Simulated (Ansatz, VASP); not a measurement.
AlC18: VASP beside Ansatz

```
CELL_PARAMETERS angstrom
7.39800 0.00000 0.00000
-3.69900 6.40686 0.00000
0.00000 0.00000 13.00000
ATOMIC_POSITIONS crystal
C 0.00444 0.99556 0.07614
C 0.22611 0.10722 0.07608
C 0.00528 0.33013 0.07594
C 0.22720 0.44109 0.07618
C 0.00443 0.66386 0.07618
C 0.22612 0.77388 0.07611
C 0.33614 0.99557 0.07618
C 0.55806 0.10653 0.07595
C 0.33722 0.32944 0.07609
C 0.55890 0.44110 0.07618
C 0.33723 0.66277 0.07611
C 0.55891 0.77280 0.07618
C 0.66987 0.99472 0.07594
C 0.89348 0.10652 0.07591
C 0.66986 0.33014 0.07594
C 0.89347 0.44194 0.07595
C 0.67056 0.66278 0.07609
C 0.89278 0.77389 0.07608
Al 0.78180 0.21820 0.24385
```

Alike in both runs: functional PBE; dispersion D3(BJ); k mesh 2 × 2 × 1; occupations gaussian, width 0.02 eV; collinear spin.

Ansatz relaxed the structure, and its values are those at the end. VASP's run is a single point on that final structure, the one shown.

|  | VASP | Ansatz |
| --- | --- | --- |
| version | VASP 6.6.1 | Ansatz 0.2.0 |
| potentials or method | VASP PAW PBE potentials, release 64 (C, Al), cutoff 520 eV | scalar-relativistic, plane waves, PAW |
| valence electrons in the cell | 75 | 75 |

VASP gave:

```
rms of the force components (eV/Å) : 0.004
net moment per atom (μB)           : 0.00
```

Q: What did Ansatz give for the same quantities?

A: rms of the force components (eV/Å): 0.001; net moment per atom (μB): 0.00.

Ansatz's warnings: dispersion switch in reach, filled band counts differ across k points, relaxed geometry near dispersion switch, seeded moment not kept.

The k mesh is coarse, so the values compare programs but aren't converged.
